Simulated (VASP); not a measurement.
# Fe (Im-3m) in VASP: further runs

Runs on Fe. Level: HSE06. Tasks: single point.

Everything below comes from runs of VASP 6.6.1. Logs are shortened: lines on timing, memory, paths and dates and some standing lists are left out, and cuts for length are marked.

## Step 1: The cell of the first run

Symmetry: Im-3m, No. 229, cubic system. Conventional cell: a = 2.796 Å, b = 2.796 Å, c = 2.796 Å, α = 90.00°, β = 90.00°, γ = 90.00°. Within 3.2 Å of Fe (site symmetry m-3m) lie 14 Fe at 2.42 to 2.80 Å.

## Step 2: Single point, HSE06

Contents of POSCAR:

```
Fe
1.0
   -1.3981599773      1.3981599773      1.3981599773
    1.3981599773     -1.3981599773      1.3981599773
    1.3981599773      1.3981599773     -1.3981599773
Fe
1
Direct
    0.0000000000      0.0000000000      0.0000000000
```

Contents of INCAR.step1:

```
ALGO = Normal
EDIFF = 1E-5
ENCUT = 520
GGA = PE
GGA_COMPAT = False
ISIF = 2
ISMEAR = -1
LASPH = True
LCHARG = False
LREAL = False
LWAVE = True
NBANDS = 10
NELM = 120
PREC = Accurate
SIGMA = 0.1
```

Contents of INCAR.step2:

```
ALGO = Normal
EDIFF = 1E-6
ENCUT = 520
GGA = PE
GGA_COMPAT = False
HFSCREEN = 0.2079
ISIF = 2
ISMEAR = -1
ISTART = 1
LASPH = True
LCHARG = False
LHFCALC = True
LREAL = False
LWAVE = False
NBANDS = 10
NELM = 120
PREC = Accurate
PRECFOCK = Normal
SIGMA = 0.1
```

Contents of KPOINTS:

```
k-points
0
Gamma
  6 6 6
```

Potentials or basis: VASP PAW PBE potentials, release 64 (Fe).

The run is started by

```
> cat potpaw_PBE.64/Fe/POTCAR > POTCAR
> cp INCAR.step1 INCAR
> mpirun -np 1 vasp_std > vasp.out
> cp INCAR.step2 INCAR
> mpirun -np 1 vasp_std > vasp.out
```

OUTCAR:

```text
EDIFF = 1E-6
   ENCUT = 520
   GGA = PE
   HFSCREEN = 0.2079
   ISIF = 2
   ISMEAR = -1
   ISTART = 1
   LASPH = True
   LHFCALC = True
   LREAL = False
   NELM = 120
   PREC = Accurate
   PRECFOCK = Normal

 ion  position               nearest neighbor table
   1  0.000  0.000  0.000-

  LATTYP: Found a body centered cubic cell.
 ALAT       =     2.7963199546

  Lattice vectors:

 A1 = (  -1.3981599773,   1.3981599773,   1.3981599773)
 A2 = (   1.3981599773,  -1.3981599773,   1.3981599773)
 A3 = (   1.3981599773,   1.3981599773,  -1.3981599773)

Analysis of symmetry for initial positions (statically):
=====================================================================
 Subroutine PRICEL returns:
 Original cell was already a primitive cell.

 Routine SETGRP: Setting up the symmetry group for a
 body centered cubic supercell.

 Subroutine GETGRP returns: Found 48 space group operations
 (whereof 48 operations were pure point group operations)
 out of a pool of 48 trial point group operations.

The static configuration has the point symmetry O_h .

Analysis of symmetry for dynamics (positions and initial velocities):
=====================================================================
 Subroutine PRICEL returns:
 Original cell was already a primitive cell.

 Routine SETGRP: Setting up the symmetry group for a
 body centered cubic supercell.

 Subroutine GETGRP returns: Found 48 space group operations
 (whereof 48 operations were pure point group operations)
 out of a pool of 48 trial point group operations.

The dynamic configuration has the point symmetry O_h .

 Subroutine INISYM returns: Found 48 space group operations
 (whereof 48 operations are pure point group operations),
 and found     1 'primitive' translations

----------------------------------------------------------------------------------------

                                     Primitive cell

  volume of cell :      10.9328

  direct lattice vectors                    reciprocal lattice vectors
    -1.398159977  1.398159977  1.398159977     0.000000000  0.357612868  0.357612868
     1.398159977 -1.398159977  1.398159977     0.357612868  0.000000000  0.357612868
     1.398159977  1.398159977 -1.398159977     0.357612868  0.357612868  0.000000000

  length of vectors
     2.421684118  2.421684118  2.421684118     0.505740969  0.505740969  0.505740969

  position of ions in fractional coordinates (direct lattice)
     0.000000000  0.000000000  0.000000000

  ion indices of the primitive-cell ions
   primitive index   ion index
                 1           1

----------------------------------------------------------------------------------------

 KPOINTS: k-points

Automatic generation of k-mesh.
 Grid dimensions read from file:
 generate k-points for:    6    6    6

 Generating k-lattice:

  Cartesian coordinates                     Fractional coordinates (reciprocal lattice)
     0.000000000  0.059602145  0.059602145     0.166666667  0.000000000  0.000000000
     0.059602145  0.000000000  0.059602145     0.000000000  0.166666667  0.000000000
     0.059602145  0.059602145  0.000000000     0.000000000  0.000000000  0.166666667

  Length of vectors
     0.084290161  0.084290161  0.084290161

  Shift w.r.t. Gamma in fractional coordinates (k-lattice)
     0.000000000  0.000000000  0.000000000

 Subroutine IBZKPT returns following result:
 ===========================================

 Found     16 irreducible k-points:

 Following reciprocal coordinates:
            Coordinates               Weight
  0.000000  0.000000  0.000000      1.000000
  0.166667  0.000000  0.000000     12.000000
  0.333333  0.000000  0.000000     12.000000
  0.500000  0.000000  0.000000      6.000000
  0.166667  0.166667  0.000000     24.000000
  0.333333  0.166667  0.000000     48.000000
[... 8 lines left out ...]
  0.500000  0.500000  0.333333     12.000000
  0.500000  0.500000  0.500000      1.000000
   k-points           NKPTS =     16   k-points in BZ     NKDIM =    216   number of bands    NBANDS=     10
   number of dos      NEDOS =    301   number of ions     NIONS =      1
   total plane-waves  NPLWV =   5832
   dimension x,y,z NGX =    18 NGY =   18 NGZ =   18
   dimension x,y,z NGXF=    36 NGYF=   36 NGZF=   36
   ions per type =               1
   NGX,Y,Z   is equivalent  to a cutoff of  12.36, 12.36, 12.36 a.u.
   NGXF,Y,Z  is equivalent  to a cutoff of  24.71, 24.71, 24.71 a.u.
 SYSTEM =  unknown system
   PREC   = accura    normal or accurate (medium, high low for compatibility)
   ISTART =      1    job   : 0-new  1-cont  2-samecut
   ICHARG =      0    charge: 1-file 2-atom 10-const
   ISPIN  =      1    spin polarized calculation?
   LNONCOLLINEAR =      F non collinear calculations
   LSORBIT =      F    spin-orbit coupling
   LASPH  =      T    aspherical Exc in radial PAW
   ENCUT  =  520.0 eV  38.22 Ry    6.18 a.u.   4.50  4.50  4.50*2*pi/ulx,y,z
   NELM   =    120;   NELMIN=  2; NELMDL=  0     # of ELM steps
   EDIFF  = 0.1E-05   stopping-criterion for ELM
   LREAL  =      F    real-space projection
   EDIFFG = 0.1E-04   stopping-criterion for IOM
   NSW    =      0    number of steps for IOM
   IBRION =     -1    ionic relax: 0-MD 1-quasi-New 2-CG
   NFREE  =      0    steps in history (QN), initial steepest desc. (CG)
   ISIF   =      2    stress and relaxation
   ISYM   =      3    0-nonsym 1-usesym 2-fastsym
   POTIM  = 0.5000    time-step for ionic-motion
   TEBEG  =    0.0;   TEEND  =   0.0 temperature during run
   PSTRESS=    0.0 pullay stress
   NELECT =       8.0000    total number of electrons
   NUPDOWN=      -1.0000    fix difference up-down
   EMIN   =  10.00;   EMAX   =-10.00  energy-range for DOS
   EFERMI =   0.00;   METHOD = LEGACY
   ISMEAR =    -1;   SIGMA  =   0.10  broadening in eV -4-tet -1-fermi 0-gaus
   EFERMI_NEDOS =   21; number of points for ismear=-14 and -15
   IALGO  =     38    algorithm
   IMIX   =      1    mixing-type and parameters
     AMIX     =   0.40;   BMIX     =  1.00
     AMIX_MAG =   1.60;   BMIX_MAG =  1.00
  volume/ion in A,a.u.               =      10.93        73.78
  Fermi-wavevector in a.u.,A,eV,Ry     =   1.475235  2.787790 29.610620  2.176319
  Thomas-Fermi vector in A             =   2.589909
   LORBIT       =      0    0 simple, 1 ext, 2 COOP (PROOUT), +10 PAW based schemes
   GGA     = PE    functional components
   LHFCALC =     T    Hartree Fock is set to
   PRECFOCK=normal    Normal, Fast or Accurate (Low or Medium for compatibility)
   ENCUT4O =  -1.0   cutoff for four orbital integrals eV
   NKREDX  =     1    reduce k-point grid by
   NKREDY  =     1    reduce k-point grid by
   NKREDZ  =     1    reduce k-point grid by
   AEXX    =    0.2500 exact exchange contribution
   HFSCREEN=    0.2079 screening length (either q_TF or 0.3 A-1)
   HFSCREENC=   0.2079 screening length for correlation (either q_TF or 0.3 A-1)
   ENCUTFOCK=  -1.0 apply spherical cutoff to Coloumb kernel
   IVDW    =     0    specifies the selected vdW correction
   LEPSILON=     F    determine dielectric tensor
   LRPA    =     F    only Hartree local field effects (RPA)
 non-spin polarized calculation
  energy-cutoff  :      520.00
  volume of cell :       10.93
 maximum number of plane-waves:       321
  NGX = 14; NGY = 14; NGZ = 14

 number of electron       8.0000006 magnetization

 Free energy of the ion-electron system (eV)
  ---------------------------------------------------
  ext. energy  EPLUGINS =         0.00000000
  ---------------------------------------------------
  free energy    TOTEN  =        -9.23113461 eV

  energy without entropy =       -9.19727718  energy(sigma->0) =       -9.21420589

 E-fermi :   6.4480     XC(G=0): -10.8640

 val. band max:        6.3761284056   @ k =   0.5000   0.5000   0.1667
 cond. band min:       6.5176314311   @ k =   0.5000   0.0000   0.0000
 fundamental gap:      0.1415030256
 Fermi energy:         6.4480361493

 k-point     1 :       0.0000    0.0000    0.0000
  band No.  band energies     occupation
      1      -3.7213      2.00000
      2       3.0110      2.00000
      3       3.0111      2.00000
      4       3.0111      2.00000
      5       7.6592      0.00001
      6       7.6593      0.00001
      7      32.5926      0.00000
      8      32.5926      0.00000
      9      32.5926      0.00000
     10      38.4485      0.00000

 k-point     2 :       0.1667    0.0000    0.0000
  band No.  band energies     occupation
      1      -2.4455      2.00000
      2       2.6630      2.00000
      3       3.0094      2.00000
      4       3.7534      2.00000
      5       7.2097      0.00098
      6       7.6775      0.00001
      7      27.7522      0.00000
      8      30.8770      0.00000
      9      32.3021      0.00000
     10      35.6844      0.00000

 k-point     3 :       0.3333    0.0000    0.0000
  band No.  band energies     occupation
      1      -0.0545      2.00000
      2       2.0053      2.00000
      3       3.8804      2.00000
      4       5.5000      1.99985
      5       6.8584      0.03250
      6       7.7773      0.00000
      7      20.0194      0.00000
      8      27.3528      0.00000
      9      30.6987      0.00000
     10      31.9518      0.00000

 k-point     4 :       0.5000    0.0000    0.0000
  band No.  band energies     occupation
      1       0.3197      2.00000
      2       1.6935      2.00000
      3       6.5176      0.66542
      4       6.5674      0.46522
      5       6.8660      0.03014
      6       7.8598      0.00000
      7      15.2703      0.00000
      8      25.8678      0.00000
      9      28.6206      0.00000
     10      31.8354      0.00000

 k-point     5 :       0.1667    0.1667    0.0000
  band No.  band energies     occupation
      1      -0.3812      2.00000
      2       2.4447      2.00000
      3       2.5581      2.00000
      4       5.3901      1.99995
      5       6.7277      0.11499
      6       7.8970      0.00000
      7      23.9219      0.00000
      8      24.9440      0.00000
      9      30.5411      0.00000
     10      33.6679      0.00000

 k-point     6 :       0.3333    0.1667    0.0000
  band No.  band energies     occupation
      1       0.8818      2.00000
      2       1.9335      2.00000
      3       3.6442      2.00000
      4       6.7328      0.10965
      5       7.2143      0.00094
      6       9.2811      0.00000
      7      17.0859      0.00000
      8      22.2105      0.00000
      9      27.7858      0.00000
     10      33.9841      0.00000
[... 79 lines left out ...]
 k-point    13 :      -0.3333    0.5000    0.1667
  band No.  band energies     occupation
      1       2.1209      2.00000
      2       2.6122      2.00000
      3       3.1970      2.00000
      4       5.3274      1.99997
      5       6.0738      1.95372
      6      11.8160      0.00000
      7      18.0554      0.00000
      8      18.8537      0.00000
      9      29.3484      0.00000
     10      30.6715      0.00000

 k-point    14 :      -0.3333    0.3333    0.3333
  band No.  band energies     occupation
      1       2.0451      2.00000
      2       2.8667      2.00000
      3       4.3895      2.00000
      4       4.3896      2.00000
      5       5.1933      1.99999
      6      10.7739      0.00000
      7      21.4413      0.00000
      8      21.4413      0.00000
      9      24.9267      0.00000
     10      26.7674      0.00000

 k-point    15 :       0.5000    0.5000    0.3333
  band No.  band energies     occupation
      1       2.0031      2.00000
      2       2.1485      2.00000
      3       4.5530      2.00000
      4       5.0345      2.00000
      5       6.0546      1.96164
      6      14.8276      0.00000
      7      16.2057      0.00000
      8      19.5136      0.00000
      9      25.1995      0.00000
     10      27.9130      0.00000

 k-point    16 :       0.5000    0.5000    0.5000
  band No.  band energies     occupation
      1       1.5027      2.00000
      2       1.5028      2.00000
      3       5.9228      1.98958
      4       5.9229      1.98957
      5       5.9230      1.98957
      6      17.3275      0.00000
      7      17.3275      0.00000
      8      17.3276      0.00000
      9      24.3922      0.00000
     10      24.3923      0.00000

------------------------ aborting loop because EDIFF is reached ----------------------------------------

  FORCE on cell =-STRESS in cart. coord.  units (eV):
  Direction    XX          YY          ZZ          XY          YZ          ZX
  --------------------------------------------------------------------------------------
  -------------------------------------------------------------------------------------
  Total        0.1197691      0.1197691      0.1197691     -0.0000000      0.0000000     -0.0000000
  in kB       17.5519224     17.5519224     17.5519224     -0.0000000      0.0000000     -0.0000000
  external PRESSURE =      17.5519224 kB  Pullay stress =       0.0000000 kB

 VOLUME and BASIS-vectors are now :
 -----------------------------------------------------------------------------
  energy-cutoff  :      520.00
  volume of cell :       10.93
      direct lattice vectors                 reciprocal lattice vectors
    -1.398159977  1.398159977  1.398159977     0.000000000  0.357612868  0.357612868
     1.398159977 -1.398159977  1.398159977     0.357612868  0.000000000  0.357612868
     1.398159977  1.398159977 -1.398159977     0.357612868  0.357612868  0.000000000

 POSITION                                       TOTAL-FORCE (eV/Angst)
 -----------------------------------------------------------------------------------
      0.00000      0.00000      0.00000        -0.000000     -0.000000      0.000000
 -----------------------------------------------------------------------------------
    total drift:                                0.000005     -0.000177      0.000062

  FREE ENERGIE OF THE ION-ELECTRON SYSTEM (eV)
  ---------------------------------------------------
  free  energy   TOTEN  =        -9.2311346110 eV

  energy  without entropy=       -9.1972771780  energy(sigma->0) =       -9.21420589
```

Run time: 19 min. Hardware: 1 thread of Intel Xeon 8259CL, shared host; peak memory 0.22 GiB.

Results:

| Item | Value |
| --- | --- |
| Free energy | -9.2311 eV |
| Pressure | 1.8 GPa |
| Band gap on the k mesh | zero (bands 4 and 5 overlap by 2.44 eV) |

Levels at points of the mesh, in eV from the Fermi level:
```
           k point  band 1  band 2  band 3  band 4  band 5  band 6  band 7  band 8  band 9
(0.00, 0.00, 0.00)  -10.17   -3.44   -3.44   -3.44    1.21    1.21   26.14   26.14   26.14
(0.50, 0.00, 0.00)   -6.13   -4.75    0.07    0.12    0.42    1.41    8.82   19.42   22.17
(0.50, 0.50, 0.50)   -4.95   -4.95   -0.53   -0.53   -0.53   10.88   10.88   10.88   17.94
```

Caveat: the k points lie up to 0.53 Å⁻¹ apart, too coarse for converged energies and pressures of a metal; the PAW data sets were made with another functional, which shifts forces and pressure a little; the run has no spin polarisation, though such a crystal can be magnetic. Spin polarisation is off, so any magnetic state and its effect on volume and gap are missing.

## Step 3: Single point, HSE06

POSCAR is that of step 2.

Contents of INCAR.step1:

```
SYSTEM = Fe
PREC = Accurate
ENCUT = 520
EDIFF = 1E-5
ISMEAR = -1
SIGMA = 0.1
LREAL = .False.
LASPH = .True.
NELM = 120
ALGO = Normal
ISIF = 2
LWAVE = .True.
LCHARG = .False.
GGA = PE
NBANDS = 10
GGA_COMPAT = .False.
```

Contents of INCAR.step2:

```
SYSTEM = Fe
PREC = Accurate
ENCUT = 520
EDIFF = 1E-6
ISMEAR = -1
SIGMA = 0.1
LREAL = .False.
LASPH = .True.
NELM = 120
ALGO = Normal
ISIF = 2
LWAVE = .False.
LCHARG = .False.
GGA = PE
LHFCALC = .True.
HFSCREEN = 0.2079
PRECFOCK = Normal
ISTART = 1
NBANDS = 10
GGA_COMPAT = .False.
```

Contents of KPOINTS:

```
regular mesh
0
Gamma
  6 6 6
  0 0 0
```

Potentials or basis: VASP PAW PBE potentials, release 64 (Fe).

The run is started by

```
> cat potpaw_PBE.64/Fe/POTCAR > POTCAR
> cp INCAR.step1 INCAR
> mpirun -np 1 vasp_std > vasp.out
> cp INCAR.step2 INCAR
> mpirun -np 1 vasp_std > vasp.out
```

OUTCAR:

```text
SYSTEM = Fe
   PREC = Accurate
   ENCUT = 520
   EDIFF = 1E-6
   ISMEAR = -1
   LREAL = .False.
   LASPH = .True.
   NELM = 120
   ISIF = 2
   GGA = PE
   LHFCALC = .True.
   HFSCREEN = 0.2079
   PRECFOCK = Normal
   ISTART = 1

 ion  position               nearest neighbor table
   1  0.000  0.000  0.000-

  LATTYP: Found a body centered cubic cell.
 ALAT       =     2.7963199546

  Lattice vectors:

 A1 = (  -1.3981599773,   1.3981599773,   1.3981599773)
 A2 = (   1.3981599773,  -1.3981599773,   1.3981599773)
 A3 = (   1.3981599773,   1.3981599773,  -1.3981599773)

Analysis of symmetry for initial positions (statically):
=====================================================================
 Subroutine PRICEL returns:
 Original cell was already a primitive cell.

 Routine SETGRP: Setting up the symmetry group for a
 body centered cubic supercell.

 Subroutine GETGRP returns: Found 48 space group operations
 (whereof 48 operations were pure point group operations)
[... 163 lines left out ...]
 cond. band min:       6.5176314311   @ k =   0.5000   0.0000   0.0000
 fundamental gap:      0.1415030256
 Fermi energy:         6.4480361493

 k-point     1 :       0.0000    0.0000    0.0000
  band No.  band energies     occupation
      1      -3.7213      2.00000
      2       3.0110      2.00000
      3       3.0111      2.00000
      4       3.0111      2.00000
      5       7.6592      0.00001
      6       7.6593      0.00001
      7      32.5926      0.00000
      8      32.5926      0.00000
      9      32.5926      0.00000
     10      38.4485      0.00000
[... 183 lines left out ...]
 k-point    16 :       0.5000    0.5000    0.5000
  band No.  band energies     occupation
      1       1.5027      2.00000
      2       1.5028      2.00000
      3       5.9228      1.98958
      4       5.9229      1.98957
      5       5.9230      1.98957
      6      17.3275      0.00000
      7      17.3275      0.00000
      8      17.3276      0.00000
      9      24.3922      0.00000
     10      24.3923      0.00000

------------------------ aborting loop because EDIFF is reached ----------------------------------------

  FORCE on cell =-STRESS in cart. coord.  units (eV):
  Direction    XX          YY          ZZ          XY          YZ          ZX
  --------------------------------------------------------------------------------------
  -------------------------------------------------------------------------------------
  Total        0.1197691      0.1197691      0.1197691     -0.0000000      0.0000000     -0.0000000
  in kB       17.5519224     17.5519224     17.5519224     -0.0000000      0.0000000     -0.0000000
  external PRESSURE =      17.5519224 kB  Pullay stress =       0.0000000 kB

 VOLUME and BASIS-vectors are now :
 -----------------------------------------------------------------------------
  energy-cutoff  :      520.00
  volume of cell :       10.93
      direct lattice vectors                 reciprocal lattice vectors
    -1.398159977  1.398159977  1.398159977     0.000000000  0.357612868  0.357612868
     1.398159977 -1.398159977  1.398159977     0.357612868  0.000000000  0.357612868
     1.398159977  1.398159977 -1.398159977     0.357612868  0.357612868  0.000000000

 POSITION                                       TOTAL-FORCE (eV/Angst)
 -----------------------------------------------------------------------------------
      0.00000      0.00000      0.00000        -0.000000     -0.000000      0.000000
 -----------------------------------------------------------------------------------
    total drift:                                0.000005     -0.000177      0.000062

  FREE ENERGIE OF THE ION-ELECTRON SYSTEM (eV)
  ---------------------------------------------------
  free  energy   TOTEN  =        -9.2311346110 eV

  energy  without entropy=       -9.1972771780  energy(sigma->0) =       -9.21420589
```

It took 15 min on 1 thread of Intel Xeon 8259CL, shared host; peak memory 0.22 GiB.

What came out:

```yaml
Free_energy: -9.2311 eV
Pressure: 1.8 GPa
Band_gap_on_the_k_mesh: zero (bands 4 and 5 overlap by 2.44 eV)
```

Caveat: the k points lie up to 0.53 Å⁻¹ apart, too coarse for converged energies and pressures of a metal; the PAW data sets were made with another functional, which shifts forces and pressure a little; the run has no spin polarisation, though such a crystal can be magnetic. Spin polarisation is off, so any magnetic state and its effect on volume and gap are missing.
